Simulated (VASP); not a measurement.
# SiO2 (Imma) in VASP: further runs

The runs below take SiO2 through single point, with LDA.

All numbers are computed with VASP 6.6.1; they aren't measurements. Logs are shortened: lines on timing, memory, paths and dates and some standing lists are left out, and cuts for length are marked.

## Step 1: The cell of the first run

It takes space group Imma (No. 74, orthorhombic). Conventional cell: a = 5.265 Å, b = 6.867 Å, c = 8.489 Å, α = 90.00°, β = 90.00°, γ = 90.00°. Within 2.1 Å of Si (site symmetry m) lie 4 O at 1.57 to 1.59 Å. Within 2.1 Å of O (site symmetry mm2) lie 2 Si at 1.59 Å. O (site symmetry 2) has 2 Si at 1.59 Å within 2.1 Å. O (site symmetry 2/m) has 2 Si at 1.57 Å within 2.1 Å.

## Step 2: Single point, LDA

The input, INCAR:

```
  ALGO = Normal
  EDIFF = 1E-6
  ENCUT = 520
  GGA = CA
  ISIF = 2
  ISMEAR = 0
  LASPH = T
  LCHARG = T
  LELF = T
  LREAL = F
  LVHAR = T
  LWAVE = F
  NBANDS = 44
  NELM = 80
  PREC = Accurate
  SIGMA = 0.02
```

The input, KPOINTS:

```
k-points
0
Gamma
  6 6 6
```

The input, POSCAR:

```
SiO2
1.0
   -2.6326387163      3.4336907808      4.2445843915
    2.6326387163     -3.4336907808      4.2445843915
    2.6326387163      3.4336907808     -4.2445843915
Si O
4 8
Direct
    0.8434743841      0.8162369851      0.0272373989
    0.7110004138      0.1837630149      0.5272373989
    0.1565256159      0.1837630149      0.9727626011
    0.2889995862      0.8162369851      0.4727626011
    0.0138177876      0.7638177876      0.2500000000
    0.9861822124      0.2361822124      0.7500000000
    0.6773488237      0.5000000000      0.6773488237
    0.3226511763      0.0000000000      0.8226511763
    0.3226511763      0.5000000000      0.3226511763
    0.6773488237      0.0000000000      0.1773488237
    0.0000000000      0.0000000000      0.0000000000
    0.5000000000      0.0000000000      0.5000000000
```

Potentials or basis: VASP PAW LDA potentials, release 64 (Si, O).

Command:

```
> cat potpaw_LDA.64/Si/POTCAR potpaw_LDA.64/O/POTCAR > POTCAR
> mpirun -np 1 vasp_std > vasp.out
```

OUTCAR:

```text
EDIFF = 1E-6
   ENCUT = 520
   GGA = CA
   ISIF = 2
   ISMEAR = 0
   LASPH = T
   LREAL = F
   NELM = 80
   PREC = Accurate

 ion  position               nearest neighbor table
   1  0.843  0.816  0.027-  11 1.57   7 1.59  10 1.59   5 1.59   2 2.86   2 2.86   4 3.06   3 3.14

   2  0.711  0.184  0.527-  12 1.57  10 1.59   7 1.59   6 1.59   1 2.86   1 2.86   3 3.06   4 3.14

   3  0.157  0.184  0.973-  11 1.57   9 1.59   8 1.59   6 1.59   4 2.86   4 2.86   2 3.06   1 3.14

   4  0.289  0.816  0.473-  12 1.57   9 1.59   8 1.59   5 1.59   3 2.86   3 2.86   1 3.06   2 3.14

   5  0.014  0.764  0.250-   1 1.59   4 1.59
   6  0.986  0.236  0.750-   3 1.59   2 1.59
   7  0.677  0.500  0.677-   2 1.59   1 1.59
   8  0.323  0.000  0.823-   4 1.59   3 1.59
   9  0.323  0.500  0.323-   4 1.59   3 1.59
  10  0.677  0.000  0.177-   2 1.59   1 1.59
  11  0.000  0.000  0.000-   1 1.57   3 1.57
  12  0.500  0.000  0.500-   2 1.57   4 1.57

  LATTYP: Found a body centered orthorhombic cell.
 ALAT       =     5.2652774326
 B/A-ratio  =     1.3042772484
 C/A-ratio  =     1.6122927788

  Lattice vectors:

 A1 = (  -2.6326387163,   3.4336907808,   4.2445843915)
 A2 = (   2.6326387163,  -3.4336907808,   4.2445843915)
 A3 = (   2.6326387163,   3.4336907808,  -4.2445843915)

Analysis of symmetry for initial positions (statically):
=====================================================================
 Subroutine PRICEL returns:
 Original cell was already a primitive cell.

 Routine SETGRP: Setting up the symmetry group for a
 body centered orthorhombic supercell.

 Subroutine GETGRP returns: Found  8 space group operations
 (whereof  4 operations were pure point group operations)
 out of a pool of  8 trial point group operations.

The static configuration has the point symmetry C_2h.
 The point group associated with its full space group is D_2h.

Analysis of symmetry for dynamics (positions and initial velocities):
=====================================================================
 Subroutine PRICEL returns:
 Original cell was already a primitive cell.

 Routine SETGRP: Setting up the symmetry group for a
 body centered orthorhombic supercell.

 Subroutine GETGRP returns: Found  8 space group operations
 (whereof  4 operations were pure point group operations)
 out of a pool of  8 trial point group operations.

The dynamic configuration has the point symmetry C_2h.
 The point group associated with its full space group is D_2h.

 Subroutine INISYM returns: Found  8 space group operations
 (whereof  4 operations are pure point group operations),
 and found     1 'primitive' translations

----------------------------------------------------------------------------------------

                                     Primitive cell

  volume of cell :     153.4785

  direct lattice vectors                    reciprocal lattice vectors
    -2.632638716  3.433690781  4.244584392     0.000000000  0.145615908  0.117797163
     2.632638716 -3.433690781  4.244584392     0.189923515  0.000000000  0.117797163
     2.632638716  3.433690781 -4.244584392     0.189923515  0.145615908  0.000000000

  length of vectors
     6.061148047  6.061148047  6.061148047     0.187296995  0.223488508  0.239321822

  position of ions in fractional coordinates (direct lattice)
     0.843474384  0.816236985  0.027237399
     0.711000414  0.183763015  0.527237399
     0.156525616  0.183763015  0.972762601
     0.288999586  0.816236985  0.472762601
     0.013817788  0.763817788  0.250000000
     0.986182212  0.236182212  0.750000000
     0.677348824  0.500000000  0.677348824
     0.322651176  0.000000000  0.822651176
     0.322651176  0.500000000  0.322651176
     0.677348824  0.000000000  0.177348824
     0.000000000  0.000000000  0.000000000
     0.500000000  0.000000000  0.500000000

  ion indices of the primitive-cell ions
   primitive index   ion index
                 1           1
                 2           2
                 3           3
                 4           4
                 5           5
                 6           6
                 7           7
                 8           8
                 9           9
                10          10
                11          11
                12          12

----------------------------------------------------------------------------------------

 KPOINTS: k-points

Automatic generation of k-mesh.
 Grid dimensions read from file:
 generate k-points for:    6    6    6

 Generating k-lattice:

  Cartesian coordinates                     Fractional coordinates (reciprocal lattice)
     0.000000000  0.024269318  0.019632861     0.166666667  0.000000000 -0.000000000
     0.031653919  0.000000000  0.019632861     0.000000000  0.166666667  0.000000000
     0.031653919  0.024269318  0.000000000    -0.000000000  0.000000000  0.166666667

  Length of vectors
     0.031216166  0.037248085  0.039886970

  Shift w.r.t. Gamma in fractional coordinates (k-lattice)
     0.000000000  0.000000000  0.000000000

 Subroutine IBZKPT returns following result:
 ===========================================

 Found     46 irreducible k-points:

 Following reciprocal coordinates:
            Coordinates               Weight
  0.000000  0.000000  0.000000      1.000000
  0.166667  0.000000  0.000000      4.000000
  0.333333  0.000000  0.000000      4.000000
  0.500000 -0.000000  0.000000      2.000000
 -0.000000  0.166667  0.000000      4.000000
  0.166667  0.166667  0.000000      8.000000
[... 16 lines left out ...]
 -0.166667  0.166667  0.166667      2.000000
  0.166667  0.333333  0.166667      4.000000
 [... further k-points ...]
   k-points           NKPTS =     46   k-points in BZ     NKDIM =     46   number of bands    NBANDS=     44
   number of dos      NEDOS =    301   number of ions     NIONS =     12
   total plane-waves  NPLWV = 110592
   dimension x,y,z NGX =    48 NGY =   48 NGZ =   48
   dimension x,y,z NGXF=    96 NGYF=   96 NGZF=   96
   ions per type =               4   8
   NGX,Y,Z   is equivalent  to a cutoff of  13.17, 13.17, 13.17 a.u.
   NGXF,Y,Z  is equivalent  to a cutoff of  26.33, 26.33, 26.33 a.u.
 SYSTEM =  unknown system
   PREC   = accura    normal or accurate (medium, high low for compatibility)
   ISTART =      0    job   : 0-new  1-cont  2-samecut
   ICHARG =      2    charge: 1-file 2-atom 10-const
   ISPIN  =      1    spin polarized calculation?
   LNONCOLLINEAR =      F non collinear calculations
   LSORBIT =      F    spin-orbit coupling
   LASPH  =      T    aspherical Exc in radial PAW
   ENCUT  =  520.0 eV  38.22 Ry    6.18 a.u.  11.27 11.27 11.27*2*pi/ulx,y,z
   NELM   =     80;   NELMIN=  2; NELMDL= -5     # of ELM steps
   EDIFF  = 0.1E-05   stopping-criterion for ELM
   LREAL  =      F    real-space projection
   EDIFFG = 0.1E-04   stopping-criterion for IOM
   NSW    =      0    number of steps for IOM
   IBRION =     -1    ionic relax: 0-MD 1-quasi-New 2-CG
   NFREE  =      0    steps in history (QN), initial steepest desc. (CG)
   ISIF   =      2    stress and relaxation
   ISYM   =      2    0-nonsym 1-usesym 2-fastsym
   POTIM  = 0.5000    time-step for ionic-motion
   TEBEG  =    0.0;   TEEND  =   0.0 temperature during run
   PSTRESS=    0.0 pullay stress
   NELECT =      64.0000    total number of electrons
   NUPDOWN=      -1.0000    fix difference up-down
   EMIN   =  10.00;   EMAX   =-10.00  energy-range for DOS
   EFERMI =   0.00;   METHOD = LEGACY
   ISMEAR =     0;   SIGMA  =   0.02  broadening in eV -4-tet -1-fermi 0-gaus
   EFERMI_NEDOS =   21; number of points for ismear=-14 and -15
   IALGO  =     38    algorithm
   IMIX   =      4    mixing-type and parameters
     AMIX     =   0.40;   BMIX     =  1.00
     AMIX_MAG =   1.60;   BMIX_MAG =  1.00
  volume/ion in A,a.u.               =      12.79        86.31
  Fermi-wavevector in a.u.,A,eV,Ry     =   1.223073  2.311272 20.353049  1.495907
  Thomas-Fermi vector in A             =   2.358197
   LORBIT       =      0    0 simple, 1 ext, 2 COOP (PROOUT), +10 PAW based schemes
   GGA     = CA    functional components
   LHFCALC =     F    Hartree Fock is set to
   AEXX    =    0.0000 exact exchange contribution
   IVDW    =     0    specifies the selected vdW correction
   LEPSILON=     F    determine dielectric tensor
   LRPA    =     F    only Hartree local field effects (RPA)
 non-spin polarized calculation
 Gauss-broadening in eV      SIGMA  =   0.02
  energy-cutoff  :      520.00
  volume of cell :      153.48
 maximum number of plane-waves:      4170
 NGX is ok and might be reduce to    48
   NGX = 23   NGY = 23   NGZ = 23

 number of electron      64.0000001 magnetization

 Free energy of the ion-electron system (eV)
  ---------------------------------------------------
  ext. energy  EPLUGINS =         0.00000000
  ---------------------------------------------------
  free energy    TOTEN  =      -102.52228289 eV

  energy without entropy =     -102.52228289  energy(sigma->0) =     -102.52228289

 E-fermi :   1.2222     XC(G=0):  -9.4601

 val. band max:        1.0932938367   @ k =   0.5000   0.5000   0.5000
 cond. band min:       6.4898284990   @ k =   0.0000   0.0000   0.0000
 fundamental gap:      5.3965346622
 Fermi energy:         1.2221574186

 k-point     1 :       0.0000    0.0000    0.0000
  band No.  band energies     occupation
      1     -18.8769      2.00000
      2     -17.5170      2.00000
      3     -17.0799      2.00000
      4     -16.7622      2.00000
      5     -16.6438      2.00000
      6     -16.6132      2.00000
[... 36 lines left out ...]
     43      12.0164      0.00000
     44      12.4426      0.00000
[... 1040 lines left out ...]
      4     -17.2536      2.00000
      5     -16.4734      2.00000
      6     -16.4262      2.00000
[... 36 lines left out ...]
     43      12.5664      0.00000
     44      12.7011      0.00000

 [... further k-points ...]

------------------------ aborting loop because EDIFF is reached ----------------------------------------

  FORCE on cell =-STRESS in cart. coord.  units (eV):
  Direction    XX          YY          ZZ          XY          YZ          ZX
  --------------------------------------------------------------------------------------
  -------------------------------------------------------------------------------------
  Total       12.4544247     12.1196727     12.0835883      0.0000000     -0.0000000      0.0000000
  in kB      130.0129593    126.5184504    126.1417615      0.0000000     -0.0000000      0.0000000
  external PRESSURE =     127.5577237 kB  Pullay stress =       0.0000000 kB

 VOLUME and BASIS-vectors are now :
 -----------------------------------------------------------------------------
  energy-cutoff  :      520.00
  volume of cell :      153.48
      direct lattice vectors                 reciprocal lattice vectors
    -2.632638716  3.433690781  4.244584392     0.000000000  0.145615908  0.117797163
     2.632638716 -3.433690781  4.244584392     0.189923515  0.000000000  0.117797163
     2.632638716  3.433690781 -4.244584392     0.189923515  0.145615908  0.000000000

 POSITION                                       TOTAL-FORCE (eV/Angst)
 -----------------------------------------------------------------------------------
     -0.00000      0.18705      6.92917        -0.000000     -0.056075      0.011160
      0.00000      3.62074      1.56000        -0.000000     -0.056075     -0.011160
      2.63264      3.24664     -2.68459         0.000000      0.056075     -0.011160
      2.63264     -0.18705      2.68459         0.000000      0.056075      0.011160
      2.63264     -1.71685      2.23959        -0.000000     -0.000000     -0.024772
      0.00000      5.15054      2.00499        -0.000000     -0.000000      0.024772
      1.31632      2.93477      2.12229         0.000000     -0.037306     -0.000000
      1.31632      3.93261     -2.12229        -0.000000      0.037306      0.000000
      1.31632      0.49892      2.12229        -0.000000      0.037306      0.000000
     -1.31632      2.93477      2.12229         0.000000     -0.037306     -0.000000
      0.00000      0.00000      0.00000        -0.000000     -0.000000      0.000000
      0.00000      3.43369      0.00000        -0.000000     -0.000000     -0.000000
 -----------------------------------------------------------------------------------
    total drift:                               -0.000001      0.000001      0.000001

  FREE ENERGIE OF THE ION-ELECTRON SYSTEM (eV)
  ---------------------------------------------------
  free  energy   TOTEN  =      -102.5222828885 eV

  energy  without entropy=     -102.5222828885  energy(sigma->0) =     -102.52228289
```

It took 5.9 min on 1 thread of Intel Xeon Platinum 8259CL at 2.50GHz (Skylake/Cascade Lake), shared host; peak memory 0.38 GiB.

What came out:

```yaml
Free_energy: -102.5223 eV
Pressure: 12.8 GPa
Largest_force: 0.057 eV/Å
Band_gap_on_the_k_mesh: 5.40 eV (least direct gap 5.45 eV)
```

Forces in eV/Å, atoms in the order of the input:
```
Si   0.000 -0.056  0.011
Si   0.000 -0.056 -0.011
Si   0.000  0.056 -0.011
Si   0.000  0.056  0.011
O    0.000  0.000 -0.025
O    0.000  0.000  0.025
O    0.000 -0.037  0.000
O    0.000  0.037  0.000
O    0.000  0.037  0.000
O    0.000 -0.037  0.000
O    0.000  0.000  0.000
O    0.000  0.000  0.000
```

Caveat: the cell stands under pressure. A k mesh can miss the band edges.

## Step 3: Single point, LDA

This run uses another cell than the first one, of 13.98 Å³/atom.

The input, INCAR:

```
PREC = Accurate ; ENCUT = 520
EDIFF = 1E-6 ; ISMEAR = 0
SIGMA = 0.02 ; LREAL = F
LASPH = T ; NELM = 100
ALGO = Normal ; ISIF = 2
LWAVE = F ; LCHARG = T
LELF = T ; LVHAR = T
NBANDS = 44
```

The input, KPOINTS:

```
regular mesh
0
Gamma
  6 6 6
```

The input, POSCAR:

```
SiO2
1.0
   -2.6340660825      3.6072165678      4.4132899025
    2.6340660825     -3.6072165678      4.4132899025
    2.6340660825      3.6072165678     -4.4132899025
Si O
4 8
Direct
    0.8552702462      0.8222100061      0.0330602401
    0.7108502340      0.1777899939      0.5330602401
    0.1447297538      0.1777899939      0.9669397599
    0.2891497660      0.8222100061      0.4669397599
    0.0357497063      0.7857497063      0.2500000000
    0.9642502937      0.2142502937      0.7500000000
    0.6918063554      0.5000000000      0.6918063554
    0.3081936446      0.0000000000      0.8081936446
    0.3081936446      0.5000000000      0.3081936446
    0.6918063554      0.0000000000      0.1918063554
    0.0000000000      0.0000000000      0.0000000000
    0.5000000000      0.0000000000      0.5000000000
```

Potentials or basis: VASP PAW LDA potentials, release 64 (Si, O).

Command:

```
> cat potpaw_LDA.64/Si/POTCAR potpaw_LDA.64/O/POTCAR > POTCAR
> mpirun -np 1 vasp_std > vasp.out
```

Run time: 5.9 min. Hardware: 1 thread of Intel Xeon Platinum 8259CL at 2.50GHz (Skylake/Cascade Lake), shared host; peak memory 0.39 GiB.

Results (log left out):

```yaml
Free_energy: -103.2372 eV
Pressure: 4.6 GPa
Largest_force: 0.050 eV/Å
Band_gap_on_the_k_mesh: 5.41 eV (least direct gap 5.43 eV)
```

Forces in eV/Å, atoms in the order of the input:
```
Si   0.000 -0.049  0.011
Si   0.000 -0.049 -0.011
Si   0.000  0.049 -0.011
Si   0.000  0.049  0.011
O    0.000  0.000 -0.015
O    0.000  0.000  0.015
O    0.000 -0.039  0.000
O    0.000  0.039  0.000
O    0.000  0.039  0.000
O    0.000 -0.039  0.000
O    0.000  0.000  0.000
O    0.000  0.000  0.000
```

Stress tensor (GPa, compression positive):
```
4.81 0.00 0.00
0.00 4.47 0.00
0.00 0.00 4.55
```

Levels at points of the mesh, in eV from the valence-band top:
| k point | band 28 | band 29 | band 30 | band 31 | band 32 | band 33 | band 34 | band 35 | band 36 | band 37 |
| --- | --- | --- | --- | --- | --- | --- | --- | --- | --- | --- |
| (0.00, 0.00, 0.00) | -1.06 | -0.89 | -0.72 | -0.60 | -0.02 | 5.41 | 7.90 | 8.77 | 9.12 | 9.46 |
| (0.50, 0.00, 0.00) | -0.85 | -0.71 | -0.51 | -0.41 | -0.31 | 6.91 | 7.22 | 8.80 | 9.12 | 9.36 |
| (0.00, 0.50, 0.00) | -1.32 | -1.27 | -1.02 | -0.67 | -0.36 | 7.64 | 7.75 | 8.90 | 8.98 | 9.33 |
| (0.50, 0.50, 0.00) | -1.20 | -0.73 | -0.73 | -0.60 | -0.60 | 7.94 | 7.94 | 8.56 | 8.56 | 9.25 |
| (0.50, 0.50, 0.50) | -1.05 | -1.03 | -0.73 | -0.65 | 0.00 | 7.81 | 7.82 | 8.10 | 8.26 | 8.95 |

Caveat: the cell stands under pressure. A k mesh can miss the band edges.
